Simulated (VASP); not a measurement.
# SiC (P6_3mc) in VASP: further runs

The runs below take SiC through single point, with PBE, r2SCAN.

Everything below comes from runs of VASP 6.6.1. Logs are shortened: lines on timing, memory, paths and dates and some standing lists are left out, and cuts for length are marked.

### Step 1. The cell of the first run

Symmetry: P6_3mc, No. 186, hexagonal system. Conventional cell: a = 3.003 Å, b = 3.003 Å, c = 5.382 Å, α = 90.00°, β = 90.00°, γ = 120.00°. Within 2.4 Å of Si (site symmetry 3m) lie 4 C at 1.76 to 2.39 Å. Within 2.4 Å of C (site symmetry 3m) lie 4 Si at 1.76 to 2.39 Å.

### Step 2. Single point, PBE (strained)

The input, INCAR:

```
SYSTEM = SiC
PREC = Accurate
ENCUT = 520
EDIFF = 1E-6
ISMEAR = 0
SIGMA = 0.02
LREAL = .FALSE.
LASPH = .TRUE.
NELM = 100
ALGO = Normal
ISIF = 2
LWAVE = .FALSE.
LCHARG = .TRUE.
GGA = PE
LELF = .TRUE.
LVHAR = .TRUE.
NBANDS = 16
```

The input, KPOINTS:

```
Automatic mesh
0
G
  12 12 6
  0 0 0
```

The input, POSCAR:

```
SiC
1.0
    3.0026664092      0.0000000000      0.0000000000
   -1.5013332046      2.6003853895      0.0000000000
    0.0000000000      0.0000000000      5.3819756800
Si C
2 2
Direct
    0.3333333333      0.6666666667     -0.0297147385
    0.6666666667      0.3333333333      0.4702852615
    0.3333333333      0.6666666667      0.4147147385
    0.6666666667      0.3333333333      0.9147147385
```

Potentials or basis: VASP PAW PBE potentials, release 64 (Si, C).

Started as:

```console
$ cat potpaw_PBE.64/Si/POTCAR potpaw_PBE.64/C/POTCAR > POTCAR
$ mpirun -np 1 vasp_std > vasp.out
```

OUTCAR:

```text
SYSTEM = SiC
   PREC = Accurate
   ENCUT = 520
   EDIFF = 1E-6
   ISMEAR = 0
   LREAL = .FALSE.
   LASPH = .TRUE.
   NELM = 100
   ISIF = 2
   GGA = PE

 ion  position               nearest neighbor table
   1  0.333  0.667  0.970-   4 1.76   4 1.76   4 1.76   3 2.39
   2  0.667  0.333  0.470-   3 1.76   3 1.76   3 1.76   4 2.39
   3  0.333  0.667  0.415-   2 1.76   2 1.76   2 1.76   1 2.39
   4  0.667  0.333  0.915-   1 1.76   1 1.76   1 1.76   2 2.39

  LATTYP: Found a hexagonal cell.
 ALAT       =     3.0026664092
 C/A-ratio  =     1.7923988038

  Lattice vectors:

 A1 = (   3.0026664092,   0.0000000000,   0.0000000000)
 A2 = (  -1.5013332046,   2.6003853895,   0.0000000000)
 A3 = (   0.0000000000,   0.0000000000,   5.3819756800)

Analysis of symmetry for initial positions (statically):
=====================================================================
 Subroutine PRICEL returns:
 Original cell was already a primitive cell.

 Routine SETGRP: Setting up the symmetry group for a
 hexagonal supercell.

 Subroutine GETGRP returns: Found 12 space group operations
 (whereof  6 operations were pure point group operations)
 out of a pool of 24 trial point group operations.

The static configuration has the point symmetry C_3v.
 The point group associated with its full space group is C_6v.

Analysis of symmetry for dynamics (positions and initial velocities):
=====================================================================
 Subroutine PRICEL returns:
 Original cell was already a primitive cell.

 Routine SETGRP: Setting up the symmetry group for a
 hexagonal supercell.

 Subroutine GETGRP returns: Found 12 space group operations
 (whereof  6 operations were pure point group operations)
 out of a pool of 24 trial point group operations.

The dynamic configuration has the point symmetry C_3v.
 The point group associated with its full space group is C_6v.

 Subroutine INISYM returns: Found 12 space group operations
 (whereof  6 operations are pure point group operations),
 and found     1 'primitive' translations

----------------------------------------------------------------------------------------

                                     Primitive cell

  volume of cell :      42.0229

  direct lattice vectors                    reciprocal lattice vectors
     3.002666409  0.000000000  0.000000000     0.333037329  0.192279191  0.000000000
    -1.501333205  2.600385389  0.000000000     0.000000000  0.384558383  0.000000000
     0.000000000  0.000000000  5.381975680     0.000000000  0.000000000  0.185805373

  length of vectors
     3.002666409  3.002666409  5.381975680     0.384558383  0.384558383  0.185805373

  position of ions in fractional coordinates (direct lattice)
     0.333333333  0.666666667  0.970285262
     0.666666667  0.333333333  0.470285262
     0.333333333  0.666666667  0.414714739
     0.666666667  0.333333333  0.914714739

  ion indices of the primitive-cell ions
   primitive index   ion index
                 1           1
                 2           2
                 3           3
                 4           4

----------------------------------------------------------------------------------------

 KPOINTS: Automatic mesh

Automatic generation of k-mesh.
 Grid dimensions read from file:
 generate k-points for:   12   12    6

 Generating k-lattice:

  Cartesian coordinates                     Fractional coordinates (reciprocal lattice)
     0.027753111  0.016023266  0.000000000     0.083333333  0.000000000  0.000000000
     0.000000000  0.032046532  0.000000000     0.000000000  0.083333333  0.000000000
     0.000000000  0.000000000  0.030967562     0.000000000  0.000000000  0.166666667

  Length of vectors
     0.032046532  0.032046532  0.030967562

  Shift w.r.t. Gamma in fractional coordinates (k-lattice)
     0.000000000  0.000000000  0.000000000

 Subroutine IBZKPT returns following result:
 ===========================================

 Found     76 irreducible k-points:

 Following reciprocal coordinates:
[... 52 lines left out ...]
      2      -4.8597      2.00000
      3       0.6916      2.00000
      4       4.8690      2.00000
      5       5.5851      2.00000
      6       6.0732      2.00000
[... 8 lines left out ...]
     15      17.6588      0.00000
     16      18.5188      0.00000

 k-point     9 :       0.1667    0.0833    0.0000
  band No.  band energies     occupation
      1      -6.7166      2.00000
      2      -4.4147      2.00000
      3       1.1922      2.00000
      4       3.4573      2.00000
      5       4.5432      2.00000
      6       5.3166      2.00000
[... 8 lines left out ...]
     15      18.4082      0.00000
     16      18.6221      0.00000
[... 172 lines left out ...]
 k-point    19 :       0.3333    0.3333    0.0000
  band No.  band energies     occupation
      1      -2.9232      2.00000
      2      -2.9232      2.00000
      3       0.8826      2.00000
      4       0.8826      2.00000
      5       1.0060      2.00000
      6       2.7748      2.00000
[... 8 lines left out ...]
     15      19.1155      0.00000
     16      21.0718      0.00000

 k-point    20 :       0.0000    0.0000    0.1667
  band No.  band energies     occupation
      1      -7.4874      2.00000
      2      -5.4712      2.00000
      3       0.7906      2.00000
      4       6.4031      2.00000
      5       6.4031      2.00000
      6       7.0105      2.00000
[... 8 lines left out ...]
     15      16.4634      0.00000
     16      19.1516      0.00000

 k-point    21 :       0.0833   -0.0000    0.1667
  band No.  band energies     occupation
      1      -7.3606      2.00000
      2      -5.3533      2.00000
      3       0.9156      2.00000
      4       5.8151      2.00000
      5       6.2217      2.00000
      6       6.5174      2.00000
[... 8 lines left out ...]
     15      16.7601      0.00000
     16      18.9473      0.00000

 k-point    22 :       0.1667   -0.0000    0.1667
  band No.  band energies     occupation
      1      -6.9835      2.00000
      2      -5.0049      2.00000
      3       1.2826      2.00000
      4       4.4301      2.00000
      5       5.3644      2.00000
      6       5.7949      2.00000
[... 8 lines left out ...]
     15      17.7332      0.00000
     16      18.3360      0.00000

 k-point    23 :       0.2500   -0.0000    0.1667
  band No.  band energies     occupation
      1      -6.3675      2.00000
      2      -4.4457      2.00000
      3       1.8100      2.00000
      4       2.8362      2.00000
      5       3.9093      2.00000
      6       5.3140      2.00000
[... 8 lines left out ...]
     15      17.8599      0.00000
     16      18.8868      0.00000

 k-point    24 :       0.3333    0.0000    0.1667
  band No.  band energies     occupation
      1      -5.5409      2.00000
      2      -3.7331      2.00000
      3       0.9855      2.00000
      4       2.3917      2.00000
      5       2.8408      2.00000
      6       4.9069      2.00000
[... 8 lines left out ...]
     15      18.2486      0.00000
     16      19.7519      0.00000

 [... further k-points ...]
[... 5 lines left out ...]
  --------------------------------------------------------------------------------------
  -------------------------------------------------------------------------------------
  Total        8.7585090      8.7585090     -2.0503079      0.0000000      0.0000000     -0.0000000
  in kB      333.9290721    333.9290721    -78.1705456      0.0000000      0.0000000     -0.0000000
  external PRESSURE =     196.5625329 kB  Pullay stress =       0.0000000 kB

 VOLUME and BASIS-vectors are now :
 -----------------------------------------------------------------------------
  energy-cutoff  :      520.00
  volume of cell :       42.02
      direct lattice vectors                 reciprocal lattice vectors
     3.002666409  0.000000000  0.000000000     0.333037329  0.192279191  0.000000000
    -1.501333205  2.600385389  0.000000000     0.000000000  0.384558383  0.000000000
     0.000000000  0.000000000  5.381975680     0.000000000  0.000000000  0.185805373

 POSITION                                       TOTAL-FORCE (eV/Angst)
 -----------------------------------------------------------------------------------
     -0.00000      1.73359      5.22205        -0.000000     -0.000000      1.912597
      1.50133      0.86680      2.53106        -0.000000     -0.000000      1.912597
     -0.00000      1.73359      2.23198         0.000000     -0.000000     -1.912597
      1.50133      0.86680      4.92297         0.000000      0.000000     -1.912597
 -----------------------------------------------------------------------------------
    total drift:                                0.000000      0.000000     -0.000737

  FREE ENERGIE OF THE ION-ELECTRON SYSTEM (eV)
  ---------------------------------------------------
  free  energy   TOTEN  =       -28.5130715184 eV

  energy  without entropy=      -28.5130715184  energy(sigma->0) =      -28.51307152
```

Wall time 54 s (1 thread of Intel Xeon 8259CL, shared host); peak memory 0.18 GiB.

Results:

```
Free energy            : -28.5131 eV
Pressure               : 19.7 GPa
Largest force          : 1.913 eV/Å
Band gap on the k mesh : 1.95 eV (least direct gap 3.67 eV)
```

Forces on the atoms (eV/Å):
```
Si   0.000  0.000  1.913
Si   0.000  0.000  1.913
C    0.000  0.000 -1.913
C    0.000  0.000 -1.913
```

Levels at points of the mesh, in eV from the valence-band top:
```csv
k point,band 4,band 5,band 6,band 7,band 8,band 9,band 10,band 11,band 12,band 13
"(0.00, 0.00, 0.00)",-2.23,-2.23,-1.53,-1.53,-0.10,3.79,5.38,6.67,6.67,7.94
"(0.50, 0.00, 0.00)",-8.07,-4.70,-4.10,-2.92,-2.47,2.65,3.71,4.85,6.90,8.55
"(0.00, 0.00, 0.50)",-4.89,-1.89,-1.89,-1.89,-1.89,6.07,6.07,7.13,7.13,7.13
"(0.50, 0.00, 0.50)",-9.14,-3.57,-3.57,-2.17,-2.17,2.33,2.33,3.88,3.88,10.58
```

Caveat: the cell differs from its parent crystal (strained); the stress differs along the axes, from -8 to 33 GPa; forces of over 1 eV/Å act on the atoms, so gaps and moduli don't describe the material at rest. A k mesh can miss the band edges.

### Step 3. Single point, PBE (strained and its atoms moved)

The input, INCAR:

```
PREC = Accurate
ENCUT = 520
EDIFF = 1E-6
ISMEAR = 0
SIGMA = 0.02
LREAL = F
LASPH = T
NELM = 100
ALGO = Normal
ISIF = 2
LWAVE = F
LCHARG = F
GGA = PE
NBANDS = 16
```

The input, KPOINTS:

```
Automatic mesh
0
Gamma
  12 12 6
```

The input, POSCAR:

```
SiC
1.0
    3.1836581436      0.0000000000      0.0000000000
   -1.5918290718      2.7571288294      0.0000000000
    0.0000000000      0.0000000000      5.1489600000
Si C
2 2
Direct
    0.3333333333      0.6666666667      0.0059429477
    0.6666666667      0.3333333333      0.5059429477
    0.3333333333      0.6666666667      0.3790570523
    0.6666666667      0.3333333333      0.8790570523
```

Potentials or basis: VASP PAW PBE potentials, release 64 (Si, C).

Started as:

```console
$ cat potpaw_PBE.64/Si/POTCAR potpaw_PBE.64/C/POTCAR > POTCAR
$ mpirun -np 1 vasp_std > vasp.out
```

Run time: 56 s. Hardware: 1 thread of Intel Xeon 8259CL, shared host; peak memory 0.18 GiB.

The run converged. Its results:

```yaml
Free_energy: -29.9524 eV
Pressure: -13.4 GPa
Largest_force: 0.318 eV/Å
Band_gap_on_the_k_mesh: 2.38 eV (least direct gap 3.64 eV)
```

Forces in eV/Å, atoms in the order of the input:
```
Si   0.000  0.000 -0.318
Si   0.000  0.000 -0.318
C    0.000  0.000  0.318
C    0.000  0.000  0.318
```

Stress tensor (GPa, compression positive):
```
-16.03   0.00   0.00
  0.00 -16.03   0.00
  0.00   0.00  -8.19
```

Levels at points of the mesh, in eV from the valence-band top:
```tsv
k point	band 5	band 6	band 7	band 8	band 9	band 10	band 11	band 12
(0.00, 0.00, 0.00)	-1.35	-0.17	0.00	0.00	3.86	5.35	6.03	6.03
(0.50, 0.00, 0.00)	-5.21	-3.21	-3.13	-1.12	2.52	4.15	6.16	6.63
(0.00, 0.00, 0.50)	-0.74	-0.74	-0.74	-0.74	4.98	4.98	6.77	6.77
(0.50, 0.00, 0.50)	-2.35	-2.35	-2.25	-2.25	3.08	3.08	4.97	4.97
```

Caveat: the cell differs from its parent crystal (strained and its atoms moved); the stress differs along the axes, from -16 to -8 GPa. A k mesh can miss the band edges.

### Step 4. Single point, PBE (strained)

The input, INCAR:

```
SYSTEM = SiC
PREC = Accurate
ENCUT = 520
EDIFF = 1E-6
ISMEAR = 0
SIGMA = 0.02
LREAL = .False.
LASPH = .True.
NELM = 60
ALGO = Normal
ISIF = 2
LWAVE = .False.
LCHARG = .True.
GGA = PE
LELF = .True.
LVHAR = .True.
NBANDS = 16
```

The input, KPOINTS:

```
Automatic mesh
0
Gamma
  12 12 6
  0 0 0
```

The input, POSCAR:

```
SiC
1.0
    3.1293360153      0.0000000000      0.0000000000
   -1.5646680076      2.7100844863      0.0000000000
    0.0000000000      0.0000000000      5.4384123200
Si C
2 2
Direct
    0.3333333333      0.6666666667      0.0495245642
    0.6666666667      0.3333333333      0.5495245642
    0.3333333333      0.6666666667      0.3354754358
    0.6666666667      0.3333333333      0.8354754358
```

Started as:

```console
$ cat potpaw_PBE.64/Si/POTCAR potpaw_PBE.64/C/POTCAR > POTCAR
$ mpirun -np 1 vasp_std > vasp.out
```

Wall time 57 s (1 thread of Intel Xeon 8259CL, shared host); peak memory 0.18 GiB.

The run converged. Its results:

```yaml
Free_energy: -24.9141 eV
Pressure: 8.0 GPa
Largest_force: 13.252 eV/Å
Band_gap_on_the_k_mesh: zero (bands 8 and 9 overlap by 0.71 eV)
```

Forces on the atoms (eV/Å):
```
Si    0.000   0.000 -13.252
Si    0.000   0.000 -13.252
C     0.000   0.000  13.252
C     0.000   0.000  13.252
```

Stress tensor (GPa, compression positive):
```
-9.21  0.00  0.00
 0.00 -9.21  0.00
 0.00  0.00 42.34
```

Levels at points of the mesh, in eV from the Fermi level:
| k point | band 6 | band 7 | band 8 | band 9 | band 10 | band 11 |
| --- | --- | --- | --- | --- | --- | --- |
| (0.00, 0.00, 0.00) | -1.14 | 0.12 | 0.12 | 3.13 | 4.53 | 5.84 |
| (0.50, 0.00, 0.00) | -5.23 | -3.04 | -0.69 | 1.10 | 2.68 | 4.04 |
| (0.00, 0.00, 0.50) | -0.58 | -0.58 | -0.58 | 4.91 | 4.91 | 6.25 |
| (0.50, 0.00, 0.50) | -3.99 | -2.16 | -2.16 | 1.08 | 1.08 | 4.81 |

Caveat: the cell differs from its parent crystal (strained); the stress differs along the axes, from -9 to 42 GPa; semilocal functionals underestimate gaps, and a narrow one can read as zero; forces of over 1 eV/Å act on the atoms, so gaps and moduli don't describe the material at rest.

### Step 5. Single point, r2SCAN (strained)

The input, POSCAR:

```
SiC
1.0
    3.0862720404      0.0000000000      0.0000000000
   -1.5431360202      2.6727899900      0.0000000000
    0.0000000000      0.0000000000      5.0648603200
Si C
2 2
Direct
    0.3333333333      0.6666666667      0.0000000000
    0.6666666667      0.3333333333      0.5000000000
    0.3333333333      0.6666666667      0.3850000000
    0.6666666667      0.3333333333      0.8850000000
```

The input, INCAR.step1:

```
PREC     = Accurate       # precision mode
ENCUT    = 520            # plane-wave cutoff, eV
ISMEAR   = 0              # smearing method
SIGMA    = 0.02           # smearing width, eV
LREAL    = False          # projectors in reciprocal space
LASPH    = True           # aspherical terms in the spheres
NELM     = 60             # most SCF steps
NBANDS   = 16             # bands
GGA      = PE             # functional
ALGO     = Normal         # electronic algorithm
EDIFF    = 1E-4           # SCF threshold, eV
LWAVE    = True           # write WAVECAR
LCHARG   = False          # write CHGCAR
```

The input, INCAR.step2:

```
PREC     = Accurate       # precision mode
ENCUT    = 520            # plane-wave cutoff, eV
EDIFF    = 1E-7           # SCF threshold, eV
ISMEAR   = 0              # smearing method
SIGMA    = 0.02           # smearing width, eV
LREAL    = False          # projectors in reciprocal space
LASPH    = True           # aspherical terms in the spheres
NELM     = 60             # most SCF steps
ALGO     = Normal         # electronic algorithm
ISIF     = 2              # what is computed and relaxed
LWAVE    = False          # write WAVECAR
LCHARG   = False          # write CHGCAR
METAGGA  = R2SCAN         # meta-GGA
LMIXTAU  = True         
NBANDS   = 16             # bands
ISTART   = 1
```

The input, KPOINTS:

```
Automatic mesh
0
Gamma
  12 12 6
```

Started as:

```console
$ cat potpaw_PBE.64/Si/POTCAR potpaw_PBE.64/C/POTCAR > POTCAR
$ cp INCAR.step1 INCAR
$ mpirun -np 1 vasp_std > vasp.out
$ cp INCAR.step2 INCAR
$ mpirun -np 1 vasp_std > vasp.out
```

Run time: 4.3 min. Hardware: 1 thread of Intel Xeon 8259CL, shared host; peak memory 0.19 GiB.

Results (log left out):

| Property | Result |
| --- | --- |
| Free energy | -38.5982 eV |
| Pressure | -2.2 GPa |
| Largest force | 0.756 eV/Å |
| Band gap on the k mesh | 2.71 eV (least direct gap 4.57 eV) |

Forces on the atoms (eV/Å):
```
Si   0.000  0.000  0.756
Si   0.000  0.000  0.756
C    0.000  0.000 -0.756
C    0.000  0.000 -0.756
```

Stress tensor (GPa, compression positive):
```
-1.01  0.00  0.00
 0.00 -1.01  0.00
 0.00  0.00 -4.68
```

Levels at points of the mesh, in eV from the valence-band top:
```
           k point  band 6  band 7  band 8  band 9  band 10  band 11
(0.00, 0.00, 0.00)   -0.30   -0.30    0.00    5.09     6.46     6.95
(0.50, 0.00, 0.00)   -3.70   -3.31   -1.57    3.00     4.61     7.24
(0.00, 0.00, 0.50)   -1.02   -1.02   -1.02    6.20     6.20     7.64
(0.50, 0.00, 0.50)   -2.81   -2.45   -2.45    3.57     3.57     5.47
```

Caveat: the cell differs from its parent crystal (strained); the PAW data sets were made with another functional, which shifts forces and pressure a little. A k mesh can miss the band edges.

### Step 6. Summary

| level | cell | gap on the mesh (eV) | pressure (GPa) | largest force (eV/Å) |
| --- | --- | --- | --- | --- |
| PBE | a = 3.003, b = 3.003, c = 5.382 Å, angles 90.0, 90.0, 120.0°, 4 atoms, atomic positions A | 1.95 | 19.7 | 1.91 |
| PBE | a = 3.184, b = 3.184, c = 5.149 Å, angles 90.0, 90.0, 120.0°, 4 atoms, atomic positions B | 2.38 | -13.4 | 0.32 |
| PBE | a = 3.129, b = 3.129, c = 5.438 Å, angles 90.0, 90.0, 120.0°, 4 atoms, atomic positions C | none | 8.0 | 13.25 |
| r2SCAN | a = 3.086, b = 3.086, c = 5.065 Å, angles 90.0, 90.0, 120.0°, 4 atoms, atomic positions D | 2.71 | -2.2 | 0.76 |

Alike in all rows: task single point; potentials or basis VASP PAW PBE potentials, release 64 (Si, C); no spin polarisation; k mesh 12 × 12 × 6; cutoff (eV) 520; smearing gaussian 0.02 eV.

Caveats: forces of over 1 eV/Å act on the atoms, so gaps and moduli don't describe the material at rest (at least some runs); the stress differs along the axes, from -8 to 33 GPa (at least some runs); the stress differs along the axes, from -16 to -8 GPa (at least some runs); the stress differs along the axes, from -9 to 42 GPa (at least some runs); semilocal functionals underestimate gaps, and a narrow one can read as zero (at least some runs); the PAW data sets were made with another functional, which shifts forces and pressure a little (at least some runs).

Total energies depend on the potentials used, so only differences within one code and one set of settings carry meaning.
